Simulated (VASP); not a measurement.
# Al5GaP6 (P3m1) in VASP: single point with LDA

Aim: the single point of Al5GaP6 with LDA.

Everything below comes from runs of VASP 6.6.1. Logs are shortened: lines on timing, memory, paths and dates and some standing lists are left out, and cuts for length are marked.

**1. The cell of the first run**

It takes space group P3m1 (No. 156, trigonal). Conventional cell: a = 3.886 Å, b = 3.886 Å, c = 19.157 Å, α = 90.00°, β = 90.00°, γ = 120.00°. Within 3.1 Å of Al (site symmetry 3m) lie 4 P at 2.38 to 2.39 Å. Al (site symmetry 3m) has 4 P at 2.38 to 2.39 Å within 3.1 Å. Al (site symmetry 3m) has 4 P at 2.38 to 2.39 Å within 3.1 Å. Within 3.1 Å of Al (site symmetry 3m) lie 4 P at 2.38 to 2.39 Å. Al (site symmetry 3m) has 4 P at 2.38 to 2.39 Å within 3.1 Å. Ga (site symmetry 3m) has 4 P at 2.39 Å within 3.2 Å. Within 3.2 Å of P (site symmetry 3m) lie 3 Ga at 2.39 Å and 1 Al at 2.39 Å. Within 3.1 Å of P (site symmetry 3m) lie 4 Al at 2.38 to 2.39 Å.

**2. Single point, LDA**

INCAR reads:

```
ALGO = Normal
EDIFF = 1E-7
ENCUT = 520
ISIF = 2
ISMEAR = 0
LASPH = T
LCHARG = F
LREAL = F
LWAVE = F
NBANDS = 41
NELM = 80
PREC = Accurate
SIGMA = 0.02
```

KPOINTS reads:

```
k-points
0
Gamma
  12 12 2
```

POSCAR reads:

```
Al5GaP6
1.0
    3.8861607061     -0.0000000289      0.0000000000
   -1.9430803281      3.3655139091      0.0000000000
    0.0000000000      0.0000000000     19.1566043000
Al Ga P
5 1 6
Direct
    0.6666666667      0.3333333333      0.1662750000
    0.6666666667      0.3333333333      0.4999280000
    0.6666666667      0.3333333333      0.8331880000
    0.3333333333      0.6666666667      0.9997940000
    0.3333333333      0.6666666667      0.6665820000
    0.3333333333      0.6666666667      0.3335190000
    0.6666666667      0.3333333333      0.2911730000
    0.6666666667      0.3333333333      0.6248470000
    0.6666666667      0.3333333333      0.9580550000
    0.3333333333      0.6666666667      0.1246590000
    0.3333333333      0.6666666667      0.4585220000
    0.3333333333      0.6666666667      0.7914570000
```

Potentials or basis: VASP PAW LDA potentials, release 64 (Al, Ga_d, P).

Run with:

```bash
$ cat potpaw_LDA.64/Al/POTCAR potpaw_LDA.64/Ga_d/POTCAR potpaw_LDA.64/P/POTCAR > POTCAR
$ mpirun -np 1 vasp_std > vasp.out
```

OUTCAR:

```text
EDIFF = 1E-7
   ENCUT = 520
   ISIF = 2
   ISMEAR = 0
   LASPH = T
   LREAL = F
   NELM = 80
   PREC = Accurate

 ion  position               nearest neighbor table
   1  0.667  0.333  0.166-  10 2.38  10 2.38  10 2.38   7 2.39
   2  0.667  0.333  0.500-  11 2.38  11 2.38  11 2.38   8 2.39
   3  0.667  0.333  0.833-  12 2.38  12 2.38  12 2.38   9 2.39
   4  0.333  0.667  1.000-   9 2.38   9 2.38   9 2.38  10 2.39
   5  0.333  0.667  0.667-   8 2.38   8 2.38   8 2.38  12 2.39
   6  0.333  0.667  0.334-   7 2.39   7 2.39   7 2.39  11 2.39
   7  0.667  0.333  0.291-   6 2.39   6 2.39   6 2.39   1 2.39
   8  0.667  0.333  0.625-   5 2.38   5 2.38   5 2.38   2 2.39
   9  0.667  0.333  0.958-   4 2.38   4 2.38   4 2.38   3 2.39
  10  0.333  0.667  0.125-   1 2.38   1 2.38   1 2.38   4 2.39
  11  0.333  0.667  0.459-   2 2.38   2 2.38   2 2.38   6 2.39
  12  0.333  0.667  0.791-   3 2.38   3 2.38   3 2.38   5 2.39

  LATTYP: Found a hexagonal cell.
 ALAT       =     3.8861607061
 C/A-ratio  =     4.9294421278

  Lattice vectors:

 A1 = (   3.8861607061,  -0.0000000289,   0.0000000000)
 A2 = (  -1.9430803281,   3.3655139091,   0.0000000000)
 A3 = (   0.0000000000,   0.0000000000,  19.1566043000)

Analysis of symmetry for initial positions (statically):
=====================================================================
 Subroutine PRICEL returns:
 Original cell was already a primitive cell.

 Routine SETGRP: Setting up the symmetry group for a
 hexagonal supercell.

 Subroutine GETGRP returns: Found  6 space group operations
 (whereof  6 operations were pure point group operations)
 out of a pool of 24 trial point group operations.

The static configuration has the point symmetry C_3v.

Analysis of symmetry for dynamics (positions and initial velocities):
=====================================================================
 Subroutine PRICEL returns:
 Original cell was already a primitive cell.

 Routine SETGRP: Setting up the symmetry group for a
 hexagonal supercell.

 Subroutine GETGRP returns: Found  6 space group operations
 (whereof  6 operations were pure point group operations)
 out of a pool of 24 trial point group operations.

The dynamic configuration has the point symmetry C_3v.

 Subroutine INISYM returns: Found  6 space group operations
 (whereof  6 operations are pure point group operations),
 and found     1 'primitive' translations

[... 125 lines left out ...]
   NELECT =      58.0000    total number of electrons
   NUPDOWN=      -1.0000    fix difference up-down
   EMIN   =  10.00;   EMAX   =-10.00  energy-range for DOS
   EFERMI =   0.00;   METHOD = LEGACY
   ISMEAR =     0;   SIGMA  =   0.02  broadening in eV -4-tet -1-fermi 0-gaus
   EFERMI_NEDOS =   21; number of points for ismear=-14 and -15
   IALGO  =     38    algorithm
   IMIX   =      4    mixing-type and parameters
     AMIX     =   0.40;   BMIX     =  1.00
     AMIX_MAG =   1.60;   BMIX_MAG =  1.00
  volume/ion in A,a.u.               =      20.88       140.90
  Fermi-wavevector in a.u.,A,eV,Ry     =   1.005203  1.899559 13.747787  1.010434
  Thomas-Fermi vector in A             =   2.137868
   LORBIT       =      0    0 simple, 1 ext, 2 COOP (PROOUT), +10 PAW based schemes
   GGA     = CA    functional components
   LHFCALC =     F    Hartree Fock is set to
   AEXX    =    0.0000 exact exchange contribution
   IVDW    =     0    specifies the selected vdW correction
   LEPSILON=     F    determine dielectric tensor
   LRPA    =     F    only Hartree local field effects (RPA)
 non-spin polarized calculation
 Gauss-broadening in eV      SIGMA  =   0.02
  energy-cutoff  :      520.00
  volume of cell :      250.55
 maximum number of plane-waves:      6809
 NGX is ok and might be reduce to    30
   NGX = 15   NGY = 15   NGZ = 71

 number of electron      58.0000001 magnetization

 Free energy of the ion-electron system (eV)
  ---------------------------------------------------
  ext. energy  EPLUGINS =         0.00000000
  ---------------------------------------------------
  free energy    TOTEN  =       -67.32974738 eV

  energy without entropy =      -67.32974738  energy(sigma->0) =      -67.32974738

 E-fermi :   4.4504     XC(G=0):  -9.4592

 val. band max:        4.3573893602   @ k =   0.0000   0.0000   0.0000
 cond. band min:       5.9193306232   @ k =   0.5000   0.0000   0.0000
 fundamental gap:      1.5619412629
 Fermi energy:         4.4504132299

 k-point     1 :       0.0000    0.0000    0.0000
  band No.  band energies     occupation
      1     -10.1180      2.00000
      2     -10.0747      2.00000
      3     -10.0747      2.00000
      4      -9.9989      2.00000
      5      -9.9989      2.00000
      6      -7.3713      2.00000
[... 1045 lines left out ...]
     40       9.3023      0.00000
     41       9.3830      0.00000

 [... further k-points ...]

------------------------ aborting loop because EDIFF is reached ----------------------------------------

  FORCE on cell =-STRESS in cart. coord.  units (eV):
  Direction    XX          YY          ZZ          XY          YZ          ZX
  --------------------------------------------------------------------------------------
  -------------------------------------------------------------------------------------
  Total       -5.5626605     -5.5626605     -5.5235160      0.0000000      0.0000000      0.0000000
  in kB      -35.5715234    -35.5715234    -35.3212064      0.0000000      0.0000000      0.0000000
  external PRESSURE =     -35.4880844 kB  Pullay stress =       0.0000000 kB

 VOLUME and BASIS-vectors are now :
 -----------------------------------------------------------------------------
  energy-cutoff  :      520.00
  volume of cell :      250.55
      direct lattice vectors                 reciprocal lattice vectors
     3.886160706 -0.000000029  0.000000000     0.257323379  0.148565720  0.000000000
    -1.943080328  3.365513909  0.000000000     0.000000002  0.297131443  0.000000000
     0.000000000  0.000000000 19.156604300     0.000000000  0.000000000  0.052201318

 POSITION                                       TOTAL-FORCE (eV/Angst)
 -----------------------------------------------------------------------------------
      1.94308      1.12184      3.18526        -0.000000      0.000000     -0.006343
      1.94308      1.12184      9.57692        -0.000000      0.000000     -0.020065
      1.94308      1.12184     15.96105        -0.000000      0.000000     -0.004161
      0.00000      2.24368     19.15266        -0.000000      0.000000     -0.003475
      0.00000      2.24368     12.76945        -0.000000      0.000000     -0.002984
      0.00000      2.24368      6.38909         0.000000     -0.000000      0.004446
      1.94308      1.12184      5.57789         0.000000      0.000000      0.116414
      1.94308      1.12184     11.96995        -0.000000      0.000000      0.003530
      1.94308      1.12184     18.35308        -0.000000      0.000000      0.004148
      0.00000      2.24368      2.38804        -0.000000      0.000000      0.005994
      0.00000      2.24368      8.78372         0.000000      0.000000     -0.100928
      0.00000      2.24368     15.16163        -0.000000      0.000000      0.003425
 -----------------------------------------------------------------------------------
    total drift:                                0.000000     -0.000000     -0.000021

  FREE ENERGIE OF THE ION-ELECTRON SYSTEM (eV)
  ---------------------------------------------------
  free  energy   TOTEN  =       -67.3297473848 eV

  energy  without entropy=      -67.3297473848  energy(sigma->0) =      -67.32974738
```

It took 7.3 min on 1 thread of Intel Xeon Platinum 8375C at 2.90GHz (Ice Lake), shared host; peak memory 0.49 GiB.

Results:

```
Free energy            : -67.3297 eV
Pressure               : -3.5 GPa
Largest force          : 0.116 eV/Å
Band gap on the k mesh : 1.56 eV (least direct gap 1.75 eV)
```

Forces on the atoms (eV/Å):
```
Al   0.000  0.000 -0.006
Al   0.000  0.000 -0.020
Al   0.000  0.000 -0.004
Al   0.000  0.000 -0.003
Al   0.000  0.000 -0.003
Ga   0.000  0.000  0.004
P    0.000  0.000  0.116
P    0.000  0.000  0.004
P    0.000  0.000  0.004
P    0.000  0.000  0.006
P    0.000  0.000 -0.101
P    0.000  0.000  0.003
```

Levels at points of the mesh, in eV from the valence-band top:
```tsv
k point	band 25	band 26	band 27	band 28	band 29	band 30	band 31	band 32	band 33	band 34
(0.00, 0.00, 0.00)	-0.30	-0.30	-0.18	0.00	0.00	1.75	2.26	2.46	2.73	3.24
(0.50, 0.00, 0.00)	-1.51	-1.47	-1.40	-1.36	-0.94	1.56	1.76	1.91	2.04	2.09
(0.00, 0.00, 0.50)	-0.56	-0.20	-0.20	-0.02	-0.02	1.79	2.18	2.67	2.89	3.20
(0.50, 0.00, 0.50)	-1.75	-1.73	-1.71	-1.10	-1.05	1.69	1.79	1.96	2.08	2.35
```

Caveat: the cell stands under tension. A k mesh can miss the band edges.
